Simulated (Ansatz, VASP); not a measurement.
## One calculation of Tl3S, two programs

```xyz
4
Lattice="-2.3510 2.3510 5.1428 2.3510 -2.3510 5.1428 2.3510 2.3510 -5.1428" Properties=species:S:1:pos:R:3 pbc="T T T"
Tl    0.0000    0.0000    5.1428
Tl    2.3510    0.0000    2.5714
Tl    0.0000    2.3510    2.5714
S     0.0000    0.0000    0.0000
```

Alike in both runs: task single point; functional PBE-based screened hybrid with a share of 0.15 of exact exchange and HFSCREEN = 0.2; k mesh 4 × 4 × 4; occupations fermi-dirac, width 0.05 eV; no spin polarisation.

|  | VASP | Ansatz |
| --- | --- | --- |
| version | VASP 6.6.1 | Ansatz 0.2.0 |
| potentials or method | VASP PAW PBE potentials, release 64 (Tl_d, S) | Ansatz PAW |
| plane-wave cutoff (eV) | 520 | 420 |
| valence electrons in the cell | 45 | 45 |

VASP gave:

* gap on the k mesh at the Fermi level (eV): none
* pressure (GPa): -0.6
* traceless stress, the component that is largest in VASP (GPa): -0.37

Q: Which values does Ansatz return?

A: gap on the k mesh at the Fermi level (eV): none; pressure (GPa): -0.5; traceless stress, the component that is largest in VASP (GPa): -0.37.

VASP's potentials were made for PBE, not for PBE-based screened hybrid. A gap of «none» marks a metal or a gap that the smearing closes.

The k mesh is coarse, so the values compare programs but aren't converged. Neither program's run includes spin-orbit coupling.
